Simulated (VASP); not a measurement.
# Al2Cu (I4/mcm) in VASP: a series of runs

Runs on Al2Cu. Level: PBE. Tasks: single point.

All numbers are computed with VASP 6.6.1; they aren't measurements. Logs are shortened: lines on timing, memory, paths and dates and some standing lists are left out, and cuts for length are marked.

## (1) The cell of the first run

The structure is tetragonal, space group I4/mcm (No. 140). The conventional cell has a = 5.871 Å, b = 5.871 Å, c = 4.956 Å, α = 90.00°, β = 90.00°, γ = 90.00°. Within 3.3 Å of Al (site symmetry m2m) lie 4 Cu at 2.53 Å and 11 Al at 2.64 to 3.12 Å. Cu (site symmetry 422) has 2 Cu at 2.48 Å and 8 Al at 2.53 Å within 3.3 Å.

## (2) Single point, PBE (strain -0.030 along x and y, +0.015 along z)

The input, INCAR:

```
SYSTEM = Al2Cu
PREC = Accurate
ENCUT = 520
EDIFF = 1E-6
ISMEAR = 0
SIGMA = 0.15
LREAL = .FALSE.
LASPH = .TRUE.
NELM = 100
ALGO = Fast
ISIF = 2
LWAVE = .FALSE.
LCHARG = .TRUE.
GGA = PE
LELF = .TRUE.
LVHAR = .TRUE.
NBANDS = 26
```

The input, KPOINTS:

```
Automatic mesh
0
G
  12 12 12
  0 0 0
```

The input, POSCAR:

```
Al2Cu
1.0
   -2.9354032152      2.9354032152      2.4782417120
    2.9354032152     -2.9354032152      2.4782417120
    2.9354032152      2.9354032152     -2.4782417120
Al Cu
4 2
Direct
    0.1587211842      0.6587211842      0.8174423684
    0.6587211842      0.8412788158      0.5000000000
    0.8412788158      0.3412788158      0.1825576316
    0.3412788158      0.1587211842      0.5000000000
    0.7500000000      0.7500000000      0.0000000000
    0.2500000000      0.2500000000      0.0000000000
```

Potentials or basis: VASP PAW PBE potentials, release 64 (Al, Cu).

Command:

```sh
cat potpaw_PBE.64/Al/POTCAR potpaw_PBE.64/Cu/POTCAR > POTCAR
mpirun -np 1 vasp_std > vasp.out
```

OUTCAR:

```text
SYSTEM = Al2Cu
   PREC = Accurate
   ENCUT = 520
   EDIFF = 1E-6
   ISMEAR = 0
   LREAL = .FALSE.
   LASPH = .TRUE.
   NELM = 100
   ISIF = 2
   GGA = PE

 ion  position               nearest neighbor table
   1  0.159  0.659  0.817-   5 2.53   6 2.53   5 2.53   6 2.53   3 2.64   3 2.90   3 2.90   2 3.10
                             4 3.10   4 3.10   2 3.10   2 3.12   4 3.12   4 3.12   2 3.12
   2  0.659  0.841  0.500-   6 2.53   5 2.53   5 2.53   6 2.53   4 2.64   4 2.90   4 2.90   1 3.10
                             3 3.10   1 3.10   3 3.10   1 3.12   3 3.12   3 3.12   1 3.12
   3  0.841  0.341  0.183-   5 2.53   6 2.53   5 2.53   6 2.53   1 2.64   1 2.90   1 2.90   4 3.10
                             2 3.10   2 3.10   4 3.10   4 3.12   2 3.12   4 3.12   2 3.12
   4  0.341  0.159  0.500-   5 2.53   6 2.53   6 2.53   5 2.53   2 2.64   2 2.90   2 2.90   1 3.10
                             3 3.10   1 3.10   3 3.10   1 3.12   3 3.12   1 3.12   3 3.12
   5  0.750  0.750  0.000-   6 2.48   6 2.48   1 2.53   3 2.53   1 2.53   3 2.53   2 2.53   4 2.53
                             4 2.53   2 2.53
   6  0.250  0.250  0.000-   5 2.48   5 2.48   1 2.53   3 2.53   1 2.53   3 2.53   4 2.53   4 2.53
                             2 2.53   2 2.53

  LATTYP: Found a body centered tetragonal cell.
 ALAT       =     5.8708064304
 C/A-ratio  =     0.8442593846

  Lattice vectors:

 A1 = (  -2.9354032152,   2.9354032152,   2.4782417120)
 A2 = (   2.9354032152,  -2.9354032152,   2.4782417120)
 A3 = (   2.9354032152,   2.9354032152,  -2.4782417120)

Analysis of symmetry for initial positions (statically):
=====================================================================
 Subroutine PRICEL returns:
 Original cell was already a primitive cell.

 Routine SETGRP: Setting up the symmetry group for a
 body centered tetragonal supercell.

 Subroutine GETGRP returns: Found 16 space group operations
 (whereof  8 operations were pure point group operations)
 out of a pool of 16 trial point group operations.

The static configuration has the point symmetry C_4h.
 The point group associated with its full space group is D_4h.

Analysis of symmetry for dynamics (positions and initial velocities):
=====================================================================
 Subroutine PRICEL returns:
 Original cell was already a primitive cell.

 Routine SETGRP: Setting up the symmetry group for a
 body centered tetragonal supercell.

 Subroutine GETGRP returns: Found 16 space group operations
 (whereof  8 operations were pure point group operations)
 out of a pool of 16 trial point group operations.

The dynamic configuration has the point symmetry C_4h.
 The point group associated with its full space group is D_4h.

 Subroutine INISYM returns: Found 16 space group operations
 (whereof  8 operations are pure point group operations),
 and found     1 'primitive' translations

----------------------------------------------------------------------------------------

                                     Primitive cell

  volume of cell :      85.4160

  direct lattice vectors                    reciprocal lattice vectors
    -2.935403215  2.935403215  2.478241712     0.000000000  0.170334350  0.201755946
     2.935403215 -2.935403215  2.478241712     0.170334350  0.000000000  0.201755946
     2.935403215  2.935403215 -2.478241712     0.170334350  0.170334350  0.000000000

  length of vectors
     4.834756049  4.834756049  4.834756049     0.264044035  0.264044035  0.240889149

  position of ions in fractional coordinates (direct lattice)
     0.158721184  0.658721184  0.817442368
     0.658721184  0.841278816  0.500000000
     0.841278816  0.341278816  0.182557632
     0.341278816  0.158721184  0.500000000
     0.750000000  0.750000000  0.000000000
     0.250000000  0.250000000  0.000000000

  ion indices of the primitive-cell ions
   primitive index   ion index
                 1           1
                 2           2
                 3           3
                 4           4
                 5           5
                 6           6

----------------------------------------------------------------------------------------

 KPOINTS: Automatic mesh

Automatic generation of k-mesh.
 Grid dimensions read from file:
 generate k-points for:   12   12   12

 Generating k-lattice:

  Cartesian coordinates                     Fractional coordinates (reciprocal lattice)
     0.000000000  0.014194529  0.016812995     0.083333333  0.000000000 -0.000000000
     0.014194529  0.000000000  0.016812995     0.000000000  0.083333333 -0.000000000
     0.014194529  0.014194529  0.000000000     0.000000000  0.000000000  0.083333333

  Length of vectors
     0.022003670  0.022003670  0.020074096

  Shift w.r.t. Gamma in fractional coordinates (k-lattice)
     0.000000000  0.000000000  0.000000000

 Subroutine IBZKPT returns following result:
 ===========================================

 Found    163 irreducible k-points:

 Following reciprocal coordinates:
            Coordinates               Weight
  0.000000  0.000000  0.000000      1.000000
  0.083333  0.000000 -0.000000      8.000000
  0.166667  0.000000  0.000000      8.000000
  0.250000  0.000000  0.000000      8.000000
  0.333333  0.000000  0.000000      8.000000
  0.416667  0.000000 -0.000000      8.000000
[... 16 lines left out ...]
  0.500000  0.166667 -0.000000     16.000000
 -0.416667  0.166667  0.000000     16.000000
 [... further k-points ...]
   k-points           NKPTS =    163   k-points in BZ     NKDIM =    163   number of bands    NBANDS=     26
   number of dos      NEDOS =    301   number of ions     NIONS =      6
   total plane-waves  NPLWV =  46656
   dimension x,y,z NGX =    36 NGY =   36 NGZ =   36
   dimension x,y,z NGXF=    72 NGYF=   72 NGZF=   72
   ions per type =               4   2
   NGX,Y,Z   is equivalent  to a cutoff of  12.38, 12.38, 12.38 a.u.
   NGXF,Y,Z  is equivalent  to a cutoff of  24.76, 24.76, 24.76 a.u.
 SYSTEM =  Al2Cu
   PREC   = accura    normal or accurate (medium, high low for compatibility)
   ISTART =      0    job   : 0-new  1-cont  2-samecut
   ICHARG =      2    charge: 1-file 2-atom 10-const
   ISPIN  =      1    spin polarized calculation?
   LNONCOLLINEAR =      F non collinear calculations
   LSORBIT =      F    spin-orbit coupling
   LASPH  =      T    aspherical Exc in radial PAW
   ENCUT  =  520.0 eV  38.22 Ry    6.18 a.u.   8.99  8.99  8.99*2*pi/ulx,y,z
   NELM   =    100;   NELMIN=  2; NELMDL= -5     # of ELM steps
   EDIFF  = 0.1E-05   stopping-criterion for ELM
   LREAL  =      F    real-space projection
[... 7 lines left out ...]
   TEBEG  =    0.0;   TEEND  =   0.0 temperature during run
   PSTRESS=    0.0 pullay stress
   NELECT =      34.0000    total number of electrons
   NUPDOWN=      -1.0000    fix difference up-down
   EMIN   =  10.00;   EMAX   =-10.00  energy-range for DOS
   EFERMI =   0.00;   METHOD = LEGACY
   ISMEAR =     0;   SIGMA  =   0.15  broadening in eV -4-tet -1-fermi 0-gaus
   EFERMI_NEDOS =   21; number of points for ismear=-14 and -15
   IALGO  =     68    algorithm
   IMIX   =      4    mixing-type and parameters
     AMIX     =   0.40;   BMIX     =  1.00
     AMIX_MAG =   1.60;   BMIX_MAG =  1.00
  volume/ion in A,a.u.               =      14.24        96.07
  Fermi-wavevector in a.u.,A,eV,Ry     =   1.204263  2.275727 19.731847  1.450250
  Thomas-Fermi vector in A             =   2.339993
   LORBIT       =      0    0 simple, 1 ext, 2 COOP (PROOUT), +10 PAW based schemes
   GGA     = PE    functional components
   LHFCALC =     F    Hartree Fock is set to
   AEXX    =    0.0000 exact exchange contribution
   IVDW    =     0    specifies the selected vdW correction
   LEPSILON=     F    determine dielectric tensor
   LRPA    =     F    only Hartree local field effects (RPA)
 non-spin polarized calculation
 RMM-DIIS sequential band-by-band and
 Gauss-broadening in eV      SIGMA  =   0.15
  energy-cutoff  :      520.00
  volume of cell :       85.42
 maximum number of plane-waves:      2350
   NGX = 17   NGY = 17   NGZ = 17

 number of electron      34.0000008 magnetization

 Free energy of the ion-electron system (eV)
  ---------------------------------------------------
  ext. energy  EPLUGINS =         0.00000000
  ---------------------------------------------------
  free energy    TOTEN  =       -23.26744062 eV

  energy without entropy =      -23.24388635  energy(sigma->0) =      -23.25566349

 E-fermi :   8.4520     XC(G=0): -11.0503

 val. band max:        8.4488359495   @ k =  -0.3333   0.4167   0.0833
 cond. band min:       8.4605661649   @ k =   0.1667   0.1667   0.1667
 fundamental gap:      0.0117302154
 Fermi energy:         8.4519578480

 k-point     1 :       0.0000    0.0000    0.0000
  band No.  band energies     occupation
      1      -2.5890      2.00000
      2       3.0387      2.00000
      3       3.1365      2.00000
      4       3.1365      2.00000
      5       3.3035      2.00000
      6       4.1414      2.00000
[... 18 lines left out ...]
     25      14.4092      0.00000
     26      14.9741      0.00000

 k-point     2 :       0.0833    0.0000   -0.0000
  band No.  band energies     occupation
      1      -2.5160      2.00000
      2       3.0330      2.00000
      3       3.1180      2.00000
      4       3.1337      2.00000
      5       3.3172      2.00000
      6       4.1258      2.00000
[... 18 lines left out ...]
     25      14.4894      0.00000
     26      15.2466      0.00000

 k-point     3 :       0.1667    0.0000    0.0000
  band No.  band energies     occupation
      1      -2.2974      2.00000
      2       3.0029      2.00000
      3       3.0193      2.00000
      4       3.1250      2.00000
      5       3.3543      2.00000
      6       4.0157      2.00000
[... 18 lines left out ...]
     25      14.7283      0.00000
     26      15.3532      0.00000

 k-point     4 :       0.2500    0.0000    0.0000
  band No.  band energies     occupation
      1      -1.9350      2.00000
      2       2.5696      2.00000
      3       3.0035      2.00000
      4       3.1093      2.00000
      5       3.4014      2.00000
      6       3.9046      2.00000
[... 18 lines left out ...]
     25      15.1252      0.00000
     26      15.2730      0.00000

 k-point     5 :       0.3333    0.0000    0.0000
  band No.  band energies     occupation
      1      -1.4322      2.00000
      2       1.7535      2.00000
      3       2.9959      2.00000
      4       3.0857      2.00000
      5       3.4388      2.00000
      6       3.8549      2.00000
[... 18 lines left out ...]
     25      15.4492      0.00000
     26      15.9549      0.00000

 k-point     6 :       0.4167    0.0000   -0.0000
  band No.  band energies     occupation
      1      -0.7946      2.00000
      2       0.8343      2.00000
      3       3.0030      2.00000
      4       3.0557      2.00000
      5       3.4703      2.00000
      6       3.6616      2.00000
[... 427 lines left out ...]
 k-point    21 :       0.3333    0.1667   -0.0000
  band No.  band energies     occupation
      1      -0.4904      2.00000
      2       0.8540      2.00000
      3       2.0602      2.00000
      4       2.9494      2.00000
      5       3.6434      2.00000
      6       3.9278      2.00000
[... 18 lines left out ...]
     25      14.6969      0.00000
     26      15.3278      0.00000

 k-point    22 :       0.4167    0.1667    0.0000
  band No.  band energies     occupation
      1       0.0105      2.00000
      2       0.2859      2.00000
      3       1.9134      2.00000
      4       2.9768      2.00000
      5       3.5704      2.00000
      6       3.8614      2.00000
[... 18 lines left out ...]
     25      14.5526      0.00000
     26      15.3252      0.00000

 k-point    23 :       0.5000    0.1667   -0.0000
  band No.  band energies     occupation
      1      -0.7274      2.00000
      2       1.1566      2.00000
      3       1.8728      2.00000
      4       3.0413      2.00000
      5       3.4914      2.00000
      6       3.7817      2.00000
[... 18 lines left out ...]
     25      14.9576      0.00000
     26      15.3417      0.00000

 k-point    24 :      -0.4167    0.1667    0.0000
  band No.  band energies     occupation
      1      -1.3398      2.00000
      2       1.9396      2.00000
      3       2.0495      2.00000
      4       3.1247      2.00000
      5       3.4143      2.00000
      6       3.7622      2.00000
[... 18 lines left out ...]
     25      14.6680      0.00000
     26      15.7175      0.00000

 [... further k-points ...]

------------------------ aborting loop because EDIFF is reached ----------------------------------------

  FORCE on cell =-STRESS in cart. coord.  units (eV):
  Direction    XX          YY          ZZ          XY          YZ          ZX
  --------------------------------------------------------------------------------------
  -------------------------------------------------------------------------------------
  Total        3.8838954      3.8838954      0.7349224      0.0000000      0.0000000      0.0000000
  in kB       72.8515708     72.8515708     13.7851933      0.0000000      0.0000000      0.0000000
  external PRESSURE =      53.1627783 kB  Pullay stress =       0.0000000 kB

 VOLUME and BASIS-vectors are now :
 -----------------------------------------------------------------------------
  energy-cutoff  :      520.00
  volume of cell :       85.42
      direct lattice vectors                 reciprocal lattice vectors
    -2.935403215  2.935403215  2.478241712     0.000000000  0.170334350  0.201755946
     2.935403215 -2.935403215  2.478241712     0.170334350  0.000000000  0.201755946
     2.935403215  2.935403215 -2.478241712     0.170334350  0.170334350  0.000000000

 POSITION                                       TOTAL-FORCE (eV/Angst)
 -----------------------------------------------------------------------------------
      3.86722      0.93182     -0.00000         0.073758      0.073758      0.000000
      2.00358      0.93182      2.47824        -0.073758      0.073758      0.000000
     -0.93182      2.00358      2.47824        -0.073758     -0.073758     -0.000000
      0.93182      2.00358      0.00000         0.073758     -0.073758      0.000000
      0.00000      0.00000      3.71736        -0.000000      0.000000      0.000000
      0.00000      0.00000      1.23912        -0.000000      0.000000      0.000000
 -----------------------------------------------------------------------------------
    total drift:                                0.000000     -0.000000      0.000000

  FREE ENERGIE OF THE ION-ELECTRON SYSTEM (eV)
  ---------------------------------------------------
  free  energy   TOTEN  =       -23.2674406247 eV

  energy  without entropy=      -23.2438863550  energy(sigma->0) =      -23.25566349
```

It took 7.3 min on 1 thread of Intel Xeon Platinum 8259CL at 2.50GHz (Skylake/Cascade Lake), shared host; peak memory 0.43 GiB.

What came out:

* Free energy: -23.2674 eV
* Pressure: 5.3 GPa
* Largest force: 0.104 eV/Å
* Band gap on the k mesh: zero (bands 17 and 18 overlap by 4.06 eV)

Forces in eV/Å, atoms in the order of the input:
```
Al   0.074  0.074  0.000
Al  -0.074  0.074  0.000
Al  -0.074 -0.074  0.000
Al   0.074 -0.074  0.000
Cu   0.000  0.000  0.000
Cu   0.000  0.000  0.000
```

Levels at points of the mesh, in eV from the Fermi level:
```csv
k point,band 14,band 15,band 16,band 17,band 18,band 19,band 20,band 21
"(0.00, 0.00, 0.00)",-1.74,-1.70,-1.37,-1.37,-1.01,-0.14,0.03,1.33
"(0.50, 0.00, 0.00)",-3.11,-2.62,-2.62,0.42,0.42,3.84,3.84,4.58
"(0.50, 0.50, 0.00)",-3.07,-1.41,-1.22,-0.92,-0.77,1.17,1.70,4.82
"(0.50, 0.50, 0.50)",-3.44,-3.36,-2.03,2.44,2.97,2.97,3.58,4.08
```

Caveat: the cell differs from its parent crystal (strain -0.030 along x and y, +0.015 along z); the stress differs along the axes, from 1 to 7 GPa.

(Part 1 of 2 ends here.)
